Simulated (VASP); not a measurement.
Wanted: the native input for a VASP 6.6.1 run.

| Item | Value |
| --- | --- |
| Task | single point |
| Functional | PBEsol |
| Potentials or basis | VASP PAW PBE potentials, release 64 (S, C) |
| Cutoff | 520 eV |
| k mesh | 6 × 6 × 3 |
| Occupations | fermi-dirac, width 0.05 eV |
| Spin | no spin polarisation |
| Dipole correction | no |
| Further INCAR settings | ALGO = Normal; EDIFF = 1e-06; NBANDS = 25 |

The structure of CS2 lies in POSCAR:

```
CS2
1.0
    3.5713632801     -2.9331883995      0.0000000000
    3.5713632801      2.9331883995      0.0000000000
    0.0000000000      0.0000000000      9.6501545106
S C
4 2
Direct
    0.1815210000      0.8184790000      0.8868670000
    0.3184790000      0.6815210000      0.3868670000
    0.6815210000      0.3184790000      0.6131330000
    0.8184790000      0.1815210000      0.1131330000
    0.5000000000      0.5000000000      0.5000000000
    0.0000000000      0.0000000000      0.0000000000
```

The input as run:

INCAR

```
PREC = Accurate
ENCUT = 520
EDIFF = 1E-6
ISMEAR = -1
SIGMA = 0.05
LREAL = F
LASPH = T
NELM = 60
ALGO = Normal
ISIF = 2
LWAVE = F
LCHARG = F
GGA = PS
NBANDS = 25
```

KPOINTS

```
Automatic mesh
0
Gamma
  6 6 3
```

Potentials or basis: VASP PAW PBE potentials, release 64 (S, C).

Launch:

```bash
$ cat potpaw_PBE.64/S/POTCAR potpaw_PBE.64/C/POTCAR > POTCAR
$ mpirun -np 1 vasp_std > vasp.out
```

It gave:

```
Pressure               : 2.4 GPa
Largest force          : 1.639 eV/Å
Band gap on the k mesh : 3.47 eV
```

Caveat: this functional lacks dispersion, which holds the molecules together, so the pressure and a relaxed volume are unreliable; the PAW data sets were made with another functional, which shifts forces and pressure a little.

Wall time 3.2 min on 1 thread of Intel Xeon 8259CL (shared host), peak memory 0.31 GiB.
